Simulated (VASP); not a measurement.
# MoI3 (Pm-3m) in VASP: single point with PBE+U

Aim: the single point of MoI3 with PBE+U.

Everything below comes from runs of VASP 6.6.1. Logs are shortened: lines on timing, memory, paths and dates and some standing lists are left out, and cuts for length are marked.

## Step 1: The cell of the first run

The structure is cubic, space group Pm-3m (No. 221). The conventional cell has a = 5.815 Å, b = 5.815 Å, c = 5.815 Å, α = 90.00°, β = 90.00°, γ = 90.00°. Within 3.8 Å of Mo (site symmetry m-3m) lie 6 I at 2.91 Å. Within 3.8 Å of I (site symmetry 4/mmm) lie 2 Mo at 2.91 Å.

## Step 2: Single point, PBE+U

INCAR

```
SYSTEM = MoI3
PREC = Accurate ; ENCUT = 520
EDIFF = 1E-6 ; ISMEAR = 0
SIGMA = 0.05 ; LREAL = .FALSE.
LASPH = .TRUE. ; NELM = 150
ALGO = Normal ; ISIF = 2
LWAVE = .FALSE. ; LCHARG = .FALSE.
LMAXMIX = 4 ; LDAU = .TRUE.
LDAUTYPE = 2 ; LDAUL = 2 -1
LDAUU = 4.4 0 ; LDAUJ = 0 0
LDAUPRINT = 1 ; GGA = PE
NBANDS = 26
```

KPOINTS

```
Automatic mesh
0
G
  6 6 6
  0 0 0
```

POSCAR

```
MoI3
1.0
    5.8150879674      0.0000000000      0.0000000000
    0.0000000000      5.8150879674      0.0000000000
    0.0000000000      0.0000000000      5.8150879674
Mo I
1 3
Direct
    0.0000000000      0.0000000000      0.0000000000
    0.5000000000      0.0000000000      0.0000000000
    0.0000000000      0.0000000000      0.5000000000
    0.0000000000      0.5000000000      0.0000000000
```

Potentials or basis: VASP PAW PBE potentials, release 64 (Mo_sv, I).

On the command line:

```
cat potpaw_PBE.64/Mo_sv/POTCAR potpaw_PBE.64/I/POTCAR > POTCAR
mpirun -np 1 vasp_std > vasp.out
```

OUTCAR:

```text
SYSTEM = MoI3
   PREC = Accurate
   ENCUT = 520
   EDIFF = 1E-6
   ISMEAR = 0
   LREAL = .FALSE.
   LASPH = .TRUE.
   NELM = 150
   ISIF = 2
   GGA = PE

 ion  position               nearest neighbor table
   1  0.000  0.000  0.000-   2 2.91   3 2.91   4 2.91   3 2.91   4 2.91   2 2.91
   2  0.500  0.000  0.000-   1 2.91   1 2.91
   3  0.000  0.000  0.500-   1 2.91   1 2.91
   4  0.000  0.500  0.000-   1 2.91   1 2.91

  LATTYP: Found a simple cubic cell.
 ALAT       =     5.8150879674

  Lattice vectors:

 A1 = (   5.8150879674,   0.0000000000,   0.0000000000)
 A2 = (   0.0000000000,   5.8150879674,   0.0000000000)
 A3 = (   0.0000000000,   0.0000000000,   5.8150879674)

Analysis of symmetry for initial positions (statically):
=====================================================================
 Subroutine PRICEL returns:
 Original cell was already a primitive cell.

 Routine SETGRP: Setting up the symmetry group for a
 simple cubic supercell.

 Subroutine GETGRP returns: Found 48 space group operations
 (whereof 48 operations were pure point group operations)
 out of a pool of 48 trial point group operations.

The static configuration has the point symmetry O_h .

Analysis of symmetry for dynamics (positions and initial velocities):
=====================================================================
 Subroutine PRICEL returns:
 Original cell was already a primitive cell.

 Routine SETGRP: Setting up the symmetry group for a
 simple cubic supercell.

 Subroutine GETGRP returns: Found 48 space group operations
 (whereof 48 operations were pure point group operations)
 out of a pool of 48 trial point group operations.

The dynamic configuration has the point symmetry O_h .

 Subroutine INISYM returns: Found 48 space group operations
 (whereof 48 operations are pure point group operations),
 and found     1 'primitive' translations

----------------------------------------------------------------------------------------

                                     Primitive cell

  volume of cell :     196.6386

  direct lattice vectors                    reciprocal lattice vectors
     5.815087967  0.000000000  0.000000000     0.171966444  0.000000000  0.000000000
     0.000000000  5.815087967  0.000000000     0.000000000  0.171966444  0.000000000
     0.000000000  0.000000000  5.815087967     0.000000000  0.000000000  0.171966444

  length of vectors
     5.815087967  5.815087967  5.815087967     0.171966444  0.171966444  0.171966444

  position of ions in fractional coordinates (direct lattice)
     0.000000000  0.000000000  0.000000000
     0.500000000  0.000000000  0.000000000
     0.000000000  0.000000000  0.500000000
     0.000000000  0.500000000  0.000000000

  ion indices of the primitive-cell ions
   primitive index   ion index
                 1           1
                 2           2
                 3           3
                 4           4

----------------------------------------------------------------------------------------

 KPOINTS: Automatic mesh

Automatic generation of k-mesh.
 Grid dimensions read from file:
 generate k-points for:    6    6    6

 Generating k-lattice:

  Cartesian coordinates                     Fractional coordinates (reciprocal lattice)
     0.028661074  0.000000000  0.000000000     0.166666667  0.000000000  0.000000000
     0.000000000  0.028661074  0.000000000     0.000000000  0.166666667  0.000000000
     0.000000000  0.000000000  0.028661074     0.000000000  0.000000000  0.166666667

  Length of vectors
     0.028661074  0.028661074  0.028661074

  Shift w.r.t. Gamma in fractional coordinates (k-lattice)
     0.000000000  0.000000000  0.000000000

 Subroutine IBZKPT returns following result:
 ===========================================

 Found     20 irreducible k-points:

 Following reciprocal coordinates:
            Coordinates               Weight
  0.000000  0.000000  0.000000      1.000000
  0.166667  0.000000  0.000000      6.000000
  0.333333  0.000000  0.000000      6.000000
  0.500000  0.000000  0.000000      3.000000
  0.166667  0.166667  0.000000     12.000000
  0.333333  0.166667  0.000000     24.000000
[... 12 lines left out ...]
  0.500000  0.500000  0.333333      6.000000
  0.500000  0.500000  0.500000      1.000000
   k-points           NKPTS =     20   k-points in BZ     NKDIM =     20   number of bands    NBANDS=     26
   number of dos      NEDOS =    301   number of ions     NIONS =      4
   total plane-waves  NPLWV = 110592
   dimension x,y,z NGX =    48 NGY =   48 NGZ =   48
   dimension x,y,z NGXF=    96 NGYF=   96 NGZF=   96
   ions per type =               1   3
   NGX,Y,Z   is equivalent  to a cutoff of  13.72, 13.72, 13.72 a.u.
   NGXF,Y,Z  is equivalent  to a cutoff of  27.45, 27.45, 27.45 a.u.
 SYSTEM =  MoI3
   PREC   = accura    normal or accurate (medium, high low for compatibility)
   ISTART =      0    job   : 0-new  1-cont  2-samecut
   ICHARG =      2    charge: 1-file 2-atom 10-const
   ISPIN  =      1    spin polarized calculation?
   LNONCOLLINEAR =      F non collinear calculations
   LSORBIT =      F    spin-orbit coupling
   LASPH  =      T    aspherical Exc in radial PAW
   ENCUT  =  520.0 eV  38.22 Ry    6.18 a.u.  10.81 10.81 10.81*2*pi/ulx,y,z
   NELM   =    150;   NELMIN=  2; NELMDL= -5     # of ELM steps
   EDIFF  = 0.1E-05   stopping-criterion for ELM
   LREAL  =      F    real-space projection
[... 7 lines left out ...]
   TEBEG  =    0.0;   TEEND  =   0.0 temperature during run
   PSTRESS=    0.0 pullay stress
   NELECT =      35.0000    total number of electrons
   NUPDOWN=      -1.0000    fix difference up-down
   EMIN   =  10.00;   EMAX   =-10.00  energy-range for DOS
   EFERMI =   0.00;   METHOD = LEGACY
   ISMEAR =     0;   SIGMA  =   0.05  broadening in eV -4-tet -1-fermi 0-gaus
   EFERMI_NEDOS =   21; number of points for ismear=-14 and -15
   IALGO  =     38    algorithm
   IMIX   =      4    mixing-type and parameters
     AMIX     =   0.40;   BMIX     =  1.00
     AMIX_MAG =   1.60;   BMIX_MAG =  1.00
  volume/ion in A,a.u.               =      49.16       331.75
  Fermi-wavevector in a.u.,A,eV,Ry     =   0.920890  1.740230 11.538270  0.848039
  Thomas-Fermi vector in A             =   2.046246
   LORBIT       =      0    0 simple, 1 ext, 2 COOP (PROOUT), +10 PAW based schemes
 LDA+U is selected, type is set to LDAUTYPE =  2
   angular momentum for each species LDAUL =     2   -1
   U (eV)           for each species LDAUU =   4.4  0.0
   J (eV)           for each species LDAUJ =   0.0  0.0
   GGA     = PE    functional components
   LHFCALC =     F    Hartree Fock is set to
   AEXX    =    0.0000 exact exchange contribution
   IVDW    =     0    specifies the selected vdW correction
   LEPSILON=     F    determine dielectric tensor
   LRPA    =     F    only Hartree local field effects (RPA)
 non-spin polarized calculation
 Gauss-broadening in eV      SIGMA  =   0.05
  energy-cutoff  :      520.00
  volume of cell :      196.64
 maximum number of plane-waves:      5400
 NGX is ok and might be reduce to    48
   NGX = 21   NGY = 21   NGZ = 21

atom =   1  type =  1  l = 2

 onsite density matrix

spin component  1

  0.4974  0.0000  0.0000 -0.0000 -0.0000
  0.0000  0.4974 -0.0000  0.0000  0.0000
  0.0000 -0.0000  0.1742 -0.0000 -0.0000
 -0.0000  0.0000 -0.0000  0.4974 -0.0000
 -0.0000  0.0000 -0.0000 -0.0000  0.1742

spin component  2

  0.4974  0.0000  0.0000 -0.0000 -0.0000
  0.0000  0.4974 -0.0000  0.0000  0.0000
  0.0000 -0.0000  0.1742 -0.0000 -0.0000
 -0.0000  0.0000 -0.0000  0.4974 -0.0000
 -0.0000  0.0000 -0.0000 -0.0000  0.1742

 occupancies and eigenvectors

  o =  0.1742  v =  0.0000  0.0000 -0.9995 -0.0000 -0.0321  0.0000  0.0000  0.0000  0.0000  0.0000      0.0000  0.0000  0.0000  0.0000  0.0000  0.0000  0.0000  0.0000  0.0000  0.0000
  o =  0.1742  v =  0.0000  0.0000  0.0000  0.0000  0.0000  0.0000  0.0000 -0.9995 -0.0000 -0.0321      0.0000  0.0000  0.0000  0.0000  0.0000  0.0000  0.0000  0.0000  0.0000  0.0000
  o =  0.1742  v =  0.0000 -0.0000  0.0321 -0.0000 -0.9995  0.0000  0.0000  0.0000  0.0000  0.0000      0.0000  0.0000  0.0000  0.0000  0.0000  0.0000  0.0000  0.0000  0.0000  0.0000
  o =  0.1742  v =  0.0000  0.0000  0.0000  0.0000  0.0000  0.0000 -0.0000  0.0321 -0.0000 -0.9995      0.0000  0.0000  0.0000  0.0000  0.0000  0.0000  0.0000  0.0000  0.0000  0.0000
  o =  0.4974  v =  0.0000  0.0000  0.0000  0.0000  0.0000  0.0000 -0.2090 -0.0000  0.9779 -0.0000      0.0000  0.0000  0.0000  0.0000  0.0000  0.0000  0.0000  0.0000  0.0000  0.0000
  o =  0.4974  v =  0.0000 -0.2090 -0.0000  0.9779 -0.0000  0.0000  0.0000  0.0000  0.0000  0.0000      0.0000  0.0000  0.0000  0.0000  0.0000  0.0000  0.0000  0.0000  0.0000  0.0000
  o =  0.4974  v =  1.0000  0.0000  0.0000  0.0000  0.0000  0.0000  0.0000  0.0000  0.0000  0.0000      0.0000  0.0000  0.0000  0.0000  0.0000  0.0000  0.0000  0.0000  0.0000  0.0000
  o =  0.4974  v =  0.0000  0.0000  0.0000  0.0000  0.0000  1.0000  0.0000  0.0000  0.0000  0.0000      0.0000  0.0000  0.0000  0.0000  0.0000  0.0000  0.0000  0.0000  0.0000  0.0000
  o =  0.4974  v =  0.0000  0.9779  0.0000  0.2090  0.0000  0.0000  0.0000  0.0000  0.0000  0.0000      0.0000  0.0000  0.0000  0.0000  0.0000  0.0000  0.0000  0.0000  0.0000  0.0000
  o =  0.4974  v =  0.0000  0.0000  0.0000  0.0000  0.0000  0.0000  0.9779  0.0000  0.2090  0.0000      0.0000  0.0000  0.0000  0.0000  0.0000  0.0000  0.0000  0.0000  0.0000  0.0000

 number of electron      35.0000004 magnetization

 Free energy of the ion-electron system (eV)
  ---------------------------------------------------
  ext. energy  EPLUGINS =         0.00000000
  ---------------------------------------------------
  free energy    TOTEN  =        -9.11621448 eV

  energy without entropy =       -9.09380014  energy(sigma->0) =       -9.10500731

 E-fermi :   1.4076     XC(G=0):  -7.0577

 val. band max:        1.4060709729   @ k =   0.3333   0.3333   0.1667
 cond. band min:       1.4428292800   @ k =   0.3333   0.3333   0.3333
 fundamental gap:      0.0367583071
 Fermi energy:         1.4075848575

 k-point     1 :       0.0000    0.0000    0.0000
  band No.  band energies     occupation
      1     -60.4827      2.00000
      2     -34.5132      2.00000
      3     -34.5132      2.00000
      4     -34.5132      2.00000
      5     -11.2949      2.00000
      6     -10.6148      2.00000
[... 569 lines left out ...]
     25       6.2244      0.00000
     26       9.4224      0.00000

------------------------ aborting loop because EDIFF is reached ----------------------------------------

  FORCE on cell =-STRESS in cart. coord.  units (eV):
  Direction    XX          YY          ZZ          XY          YZ          ZX
  --------------------------------------------------------------------------------------
  -------------------------------------------------------------------------------------
  Total       -3.4226962     -3.4226962     -3.4226962      0.0000000      0.0000000      0.0000000
  in kB      -27.8875310    -27.8875310    -27.8875310      0.0000000      0.0000000      0.0000000
  external PRESSURE =     -27.8875310 kB  Pullay stress =       0.0000000 kB

 VOLUME and BASIS-vectors are now :
 -----------------------------------------------------------------------------
  energy-cutoff  :      520.00
  volume of cell :      196.64
      direct lattice vectors                 reciprocal lattice vectors
     5.815087967  0.000000000  0.000000000     0.171966444  0.000000000  0.000000000
     0.000000000  5.815087967  0.000000000     0.000000000  0.171966444  0.000000000
     0.000000000  0.000000000  5.815087967     0.000000000  0.000000000  0.171966444

 POSITION                                       TOTAL-FORCE (eV/Angst)
 -----------------------------------------------------------------------------------
      0.00000      0.00000      0.00000         0.000000      0.000000      0.000000
      2.90754      0.00000      0.00000         0.000000      0.000000      0.000000
      0.00000      0.00000      2.90754         0.000000      0.000000      0.000000
      0.00000      2.90754      0.00000         0.000000      0.000000      0.000000
 -----------------------------------------------------------------------------------
    total drift:                               -0.000000     -0.000000      0.000000

  FREE ENERGIE OF THE ION-ELECTRON SYSTEM (eV)
  ---------------------------------------------------
  free  energy   TOTEN  =        -9.1162144795 eV

  energy  without entropy=       -9.0938001435  energy(sigma->0) =       -9.10500731
```

Wall time 81 s (1 thread of AMD EPYC 9R14 (Zen 4), shared host); peak memory 0.33 GiB.

What came out:

| Item | Value |
| --- | --- |
| Free energy | -9.1162 eV |
| Pressure | -2.8 GPa |
| Band gap on the k mesh | zero (an odd number of electrons rules out a gap without spin polarisation) |

Eigenvalues of the final occupation matrices:
```csv
site,spin,trace,eigenvalues
site 1 d,1,1.84,0.17 0.17 0.50 0.50 0.50
site 1 d,2,1.84,0.17 0.17 0.50 0.50 0.50
```

Caveat: spin-orbit coupling is left out, which moves the levels of the heavy elements; an odd number of electrons without spin polarisation forces a metal; a magnetic or distorted state may lie lower; U without spin polarisation on a metal has little footing.
